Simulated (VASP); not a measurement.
Wanted: the native input for a VASP 6.6.1 run.

```
Task                   : single point
Functional             : PBE
Potentials or basis    : VASP PAW PBE potentials, release 64 (Pd, Pt, Se)
Cutoff                 : 520 eV
k mesh                 : 6 × 6 × 4
Occupations            : gaussian, width 0.02 eV
Spin                   : no spin polarisation
Dipole correction      : no
Further INCAR settings : ALGO = Normal; EDIFF = 1e-07; NBANDS = 56
```

The structure of PdPtSe4 lies in POSCAR:

```
PdPtSe4
1.0
    5.7590067000      0.0000000000      0.0000000000
    0.0000000000      5.9198771000      0.0000000000
   -0.0931470000      0.0000000000      9.1526591000
Pd Pt Se
2 2 8
Direct
    0.5000000000      0.0000000000      0.5000000000
    0.5000000000      0.5000000000      0.0000000000
    0.0000000000      0.5000000000      0.5000000000
    0.0000000000      0.0000000000      0.0000000000
    0.3878390000      0.8799620000      0.0808200000
    0.8881730000      0.6216220000      0.9184920000
    0.6121610000      0.3799620000      0.4191800000
    0.1118270000      0.1216220000      0.5815080000
    0.8881730000      0.8783780000      0.4184920000
    0.3878390000      0.6200380000      0.5808200000
    0.1118270000      0.3783780000      0.0815080000
    0.6121610000      0.1200380000      0.9191800000
```

These files were run (other wordings do the same):

INCAR

```
PREC     = Accurate       # precision mode
ENCUT    = 520            # plane-wave cutoff, eV
EDIFF    = 1E-7           # SCF threshold, eV
ISMEAR   = 0              # smearing method
SIGMA    = 0.02           # smearing width, eV
LREAL    = F              # projectors in reciprocal space
LASPH    = T              # aspherical terms in the spheres
NELM     = 60             # most SCF steps
ALGO     = Normal         # electronic algorithm
ISIF     = 2              # what is computed and relaxed
LWAVE    = F              # write WAVECAR
LCHARG   = T              # write CHGCAR
GGA      = PE             # functional
LELF     = T              # ELF
LVHAR    = T            
NBANDS   = 56             # bands
```

KPOINTS

```
Automatic mesh
0
Gamma
  6 6 4
```

Potentials or basis: VASP PAW PBE potentials, release 64 (Pd, Pt, Se).

Run with:

```console
$ cat potpaw_PBE.64/Pd/POTCAR potpaw_PBE.64/Pt/POTCAR potpaw_PBE.64/Se/POTCAR > POTCAR
$ mpirun -np 1 vasp_std > vasp.out
```

It gave:

```yaml
Pressure: 0.0 GPa
Largest_force: 0.019 eV/Å
Band_gap_on_the_k_mesh: 0.96 eV (least direct gap 1.16 eV)
```

Caveat: spin-orbit coupling is left out, which moves the levels of the heavy elements.

Wall time 34 min on 1 thread of Oxide Virtual Turin-like Processor (shared host), peak memory 0.93 GiB.
